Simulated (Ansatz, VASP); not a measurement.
## One calculation of HfN, two programs

File INCAR:

```
PREC = Accurate
ENCUT = 520
EDIFF = 1E-7
ISMEAR = -1
SIGMA = 0.05
LREAL = F
LASPH = T
NELM = 80
ALGO = Normal
ISIF = 2
LWAVE = F
LCHARG = T
GGA = CA
LELF = T
LVHAR = T
NBANDS = 14
```

KPOINTS

```
regular mesh
0
Gamma
  9 9 9
```

The input POSCAR:

```
HfN
1.0
    0.0000000000      2.4383461881      2.4383461881
    2.4383461881      0.0000000000      2.4383461881
    2.4383461881      2.4383461881      0.0000000000
Hf N
1 1
Direct
    0.0000000000      0.0000000000      0.0000000000
    0.2500000000      0.2500000000      0.2500000000
```

File input.yaml:

```yaml
crystal:
  lattice:
    - [0.0, 2.4383461881, 2.4383461881]
    - [2.4383461881, 0.0, 2.4383461881]
    - [2.4383461881, 2.4383461881, 0.0]
  atoms:
    - { symbol: Hf, position: [0.0, 0.0, 0.0] }
    - { symbol: "N", position: [0.25, 0.25, 0.25] }
hamiltonian:
  xc: lda
  pseudopotentials: { kind: paw }
kpoints:
  mp_grid: { grid: [9, 9, 9] }
scf:
  occupations: { method: fermi_dirac, width: 0.05 }
output:
  forces: true
  stress: true
  eigenvalues: true
```

Alike in both runs: task single point; functional LDA; k mesh 9 × 9 × 9; occupations fermi-dirac, width 0.05 eV; no spin polarisation.

|  | VASP | Ansatz |
| --- | --- | --- |
| version | VASP 6.6.1 | Ansatz 0.2.0 |
| potentials or method | VASP PAW LDA potentials, release 64 (Hf_pv, N) | Ansatz PAW |
| plane-wave cutoff (eV) | 520 | 420 |
| valence electrons in the cell | 15 | 31 |

```csv
,VASP,Ansatz,Ansatz less VASP
gap on the k mesh at the Fermi level (eV),none,none,-
pressure (GPa),-6.3,-6.0,+0.26
```

LDA's correlation is that of Perdew and Zunger in VASP and of Perdew and Wang (1992) in Ansatz. A gap of «none» marks a metal or a gap that the smearing closes. VASP's potentials hold 15 valence electrons a cell and Ansatz's 31, so a difference there can come from the potentials and not from the codes.

Spin-orbit coupling is off throughout.
